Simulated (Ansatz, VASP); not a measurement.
## LiBeF3: VASP beside Ansatz

```xyz
10
Lattice="8.3656 -1.4089 -0.0144 8.3656 1.4089 -0.0144 -0.3012 0.0000 4.6888" Properties=species:S:1:pos:R:3 pbc="T T T"
Li   10.7863    0.0000    1.8990
Li    5.7732    0.0000    2.2031
Be   -0.1099    0.0000    2.8195
Be    3.7093    0.0000    4.4291
F     1.2040    0.0000    1.9714
F    15.2950    0.0000    1.9785
F    11.3394    0.0000    3.9151
F     5.0932    0.0000    3.9099
F     8.2800    0.0000    3.6009
F     3.8597    0.0000    1.2909
```

Alike in both runs: task single point; functional PBE; k mesh 8 × 8 × 6; occupations gaussian, width 0.02 eV; no spin polarisation.

|  | VASP | Ansatz |
| --- | --- | --- |
| version | VASP 6.6.1 | Ansatz 0.2.0 |
| potentials or method | VASP PAW PBE potentials, release 64 (Li_sv, Be, F), cutoff 520 eV | scalar-relativistic, plane waves, PAW |
| valence electrons in the cell | 52 | 52 |

Ansatz gave:

- gap on the k mesh at the Fermi level (eV): 7.23
- least direct gap on the mesh (eV): 7.23

Problem. Which values does VASP return?

Solution. gap on the k mesh at the Fermi level (eV): 7.22; least direct gap on the mesh (eV): 7.22.

Noted on VASP's run: the cutoff is short for stress, so the pressure is rough.
